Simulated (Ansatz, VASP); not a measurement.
## Si in VASP and in Ansatz

```
CELL_PARAMETERS angstrom
0.00000 2.84760 2.46175
2.84760 0.00000 2.46175
2.84760 2.84760 0.00000
ATOMIC_POSITIONS crystal
Si 0.50000 0.50000 0.50000
Si 0.75000 0.75000 0.75000
```

Alike in both runs: task single point; functional PBE; k mesh 10 × 10 × 10; occupations gaussian, width 0.05 eV; no spin polarisation.

|  | VASP | Ansatz |
| --- | --- | --- |
| version | VASP 6.6.1 | Ansatz 0.2.0 |
| potentials or method | VASP PAW PBE potentials, release 64 (Si), cutoff 520 eV | scalar-relativistic, plane waves, PAW |
| valence electrons in the cell | 8 | 8 |

VASP gave:

| Quantity | Value |
| --- | --- |
| gap on the k mesh at the Fermi level (eV) | none |
| pressure (GPa) | 1.3 |
| traceless stress, the component that is largest in VASP (GPa) | 6.43 |

**Question.** Which values does Ansatz return?

**Answer.** gap on the k mesh at the Fermi level (eV): none; pressure (GPa): 1.3; traceless stress, the component that is largest in VASP (GPa): 6.41.

A gap of «none» marks a metal or a gap that the smearing closes.
